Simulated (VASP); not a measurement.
A run of VASP 6.6.1 is set up as follows.

File INCAR:

```
PREC = Accurate ; ENCUT = 600
EDIFF = 1E-7 ; ISMEAR = 0
SIGMA = 0.01 ; LREAL = False
LASPH = True ; NELM = 120
ALGO = Normal ; ISIF = 3
LWAVE = False ; LCHARG = False
GGA = PE ; IBRION = 2
NSW = 80 ; EDIFFG = -0.015
GGA_COMPAT = False ; NELMIN = 4
```

KPOINTS

```
regular mesh
0
Gamma
  6 6 6
```

File POSCAR:

```
CuCl
1.0
   -3.8358500290     -2.2146290468      3.1315826579
    3.8358500290     -2.2146290468      3.1315826579
    0.0000000000      4.4292580937      3.1315826578
Cu Cl
4 4
Direct
    0.0085319845      0.0085319845      0.0085319845
    0.5085319845      0.5085319845      0.0085319845
    0.5085319845      0.0085319845      0.5085319845
    0.0085319845      0.5085319845      0.5085319845
    0.7584666855      0.7584666855      0.7584666855
    0.2584666855      0.2584666855      0.7584666855
    0.2584666855      0.7584666855      0.2584666855
    0.7584666855      0.2584666855      0.2584666855
```

Potentials or basis: VASP PAW PBE potentials, release 64 (Cu, Cl).

Command:

```console
$ cat potpaw_PBE.64/Cu/POTCAR potpaw_PBE.64/Cl/POTCAR > POTCAR
$ mpirun -np 1 vasp_std > vasp.out
```

Problem. Estimate the band gap on the k mesh.

Solution. 0.53 eV.

Problem. Estimate the relaxed cell.

Solution. a = 5.428 Å, b = 5.428 Å, c = 5.428 Å, α = 90.01°, β = 90.01°, γ = 90.01°.

Problem. Estimate the relaxed volume.

Solution. 20.00 Å³/atom.

Final structure:
```
Cu Cl
1.0
    -3.83868   -2.21626    3.13381
     3.83868   -2.21626    3.13381
     0.00000    4.43252    3.13381
Cu Cl
4 4
Direct
  0.00853 0.00853 0.00853
  0.50853 0.50853 0.00853
  0.50853 0.00853 0.50853
  0.00853 0.50853 0.50853
  0.75847 0.75847 0.75847
  0.25847 0.25847 0.75847
  0.25847 0.75847 0.25847
  0.75847 0.25847 0.25847
```

A k mesh can miss the band edges.
